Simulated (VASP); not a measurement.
Write the native input for VASP 6.6.1 that does the following.

* Task: relaxation of the atoms
* Functional: PBEsol
* Dispersion: D3(BJ)
* Potentials or basis: VASP PAW PBE potentials, release 64 (Zr_sv, S)
* Cutoff: 450 eV
* k mesh: 12 × 12 × 6
* Occupations: gaussian, width 0.01 eV
* Spin: no spin polarisation
* Dipole correction: no
* Further INCAR settings: ALGO = Normal; EDIFF = 1e-07; IBRION = 2; EDIFFG = -0.01; NSW = 60

The structure of ZrS2 lies in POSCAR:

```
ZrS2
1.0
    3.6913825498      0.0000000000      0.0000000000
   -1.8456912749      3.1968310632      0.0000000000
    0.0000000000      0.0000000000      6.0410770100
Zr S
1 2
Direct
    0.0000000000      0.0000000000      0.0000000000
    0.6666666700      0.3333333300      0.7620900300
    0.3333333300      0.6666666700      0.2379099700
```

The input as run:

INCAR

```
PREC     = Accurate       # precision mode
ENCUT    = 450            # plane-wave cutoff, eV
EDIFF    = 1E-7           # SCF threshold, eV
ISMEAR   = 0              # smearing method
SIGMA    = 0.01           # smearing width, eV
LREAL    = F              # projectors in reciprocal space
LASPH    = T              # aspherical terms in the spheres
NELM     = 120            # most SCF steps
ALGO     = Normal         # electronic algorithm
ISIF     = 2              # what is computed and relaxed
LWAVE    = F              # write WAVECAR
LCHARG   = F              # write CHGCAR
GGA      = PS             # functional
IVDW     = 12             # dispersion correction
IBRION   = 2              # ionic algorithm
NSW      = 60             # ionic steps
EDIFFG   = -0.01          # ionic threshold
GGA_COMPAT= F            
NELMIN   = 4
```

KPOINTS

```
Automatic mesh
0
Gamma
  12 12 6
```

Potentials or basis: VASP PAW PBE potentials, release 64 (Zr_sv, S).

Launch:

```bash
$ cat potpaw_PBE.64/Zr_sv/POTCAR potpaw_PBE.64/S/POTCAR > POTCAR
$ mpirun -np 1 vasp_std > vasp.out
```

Results of the run:

```
Energy gained by relaxing  : 0.4 meV/atom
Ionic steps                : 3
Pressure after relaxing    : -4.0 GPa
Band gap on the k mesh     : 0.99 eV (least direct gap 1.60 eV)
Dispersion energy per atom : -0.301 eV
```

Caveat: the PAW data sets were made with another functional, which shifts forces and pressure a little.

Run time: 5.9 min on 1 thread of Oxide Virtual Turin-like Processor (shared host), peak memory 0.21 GiB.
